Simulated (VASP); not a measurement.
Input of a VASP 6.6.1 run:

Contents of INCAR:

```
PREC = Accurate
ENCUT = 600
EDIFF = 1E-6
ISMEAR = 0
SIGMA = 0.1
LREAL = False
LASPH = True
NELM = 120
ALGO = Normal
ISIF = 2
LWAVE = False
LCHARG = False
GGA = PE
NBANDS = 34
GGA_COMPAT = False
```

KPOINTS

```
Automatic mesh
0
Gamma
  10 10 10
```

Contents of POSCAR:

```
SbO6
1.0
   -2.9195786588      2.9195786588      2.9195786588
    2.9195786588     -2.9195786588      2.9195786588
    2.9195786588      2.9195786588     -2.9195786588
Sb O
1 6
Direct
    0.0000000000      0.0000000000      0.0000000000
    0.0000000000      0.6118510263      0.6118510263
    0.0000000000      0.3881489737      0.3881489737
    0.6118510263      0.6118510263      0.0000000000
    0.3881489737      0.3881489737      0.0000000000
    0.6118510263      0.0000000000      0.6118510263
    0.3881489737      0.0000000000      0.3881489737
```

Potentials or basis: VASP PAW PBE potentials, release 64 (Sb_d_GW, O).

Launch:

```bash
$ cat potpaw_PBE.64/Sb_d_GW/POTCAR potpaw_PBE.64/O/POTCAR > POTCAR
$ mpirun -np 1 vasp_std > vasp.out
```

What does it give for the largest force?

0.464 eV/Å.

Estimate the band gap on the k mesh.

zero (an odd number of electrons rules out a gap without spin polarisation).

Estimate the pressure.

0.4 GPa.

Forces in eV/Å, atoms in the order of the input:
```
Sb   0.000  0.000  0.000
O    0.464  0.000  0.000
O   -0.464  0.000  0.000
O    0.000  0.000  0.464
O    0.000  0.000 -0.464
O    0.000  0.464  0.000
O    0.000 -0.464  0.000
```

Caveat: spin-orbit coupling is left out, which moves the levels of the heavy elements; an odd number of electrons without spin polarisation forces a metal; a magnetic or distorted state may lie lower.
